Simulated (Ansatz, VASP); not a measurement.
One calculation of CaO, two programs

```
CELL_PARAMETERS angstrom
0.00000 2.60673 2.60673
2.60673 0.00000 2.60673
2.60673 2.60673 0.00000
ATOMIC_POSITIONS crystal
Ca 0.00000 0.00000 0.00000
O 0.25000 0.25000 0.25000
```

Alike in both runs: task single point; functional PBEsol; k mesh 6 × 6 × 6; no spin polarisation.

|  | VASP | Ansatz |
| --- | --- | --- |
| version | VASP 6.6.1 | Ansatz 0.2.0 |
| potentials or method | VASP PAW PBE potentials, release 64 (Ca_sv, O) | plane waves, PAW |
| plane-wave cutoff (eV) | 600 | 420 |
| occupations | gaussian, width 0.01 eV | fixed |
| valence electrons in the cell | 16 | 16 |

VASP gave:

- gap on the k mesh at the Fermi level (eV): 3.20
- pressure (GPa): -1.1

**Question.** What did Ansatz give for the same quantities?

**Answer.** gap on the k mesh at the Fermi level (eV): 3.20; pressure (GPa): -1.5.

VASP's potentials were made for PBE, not for PBEsol.
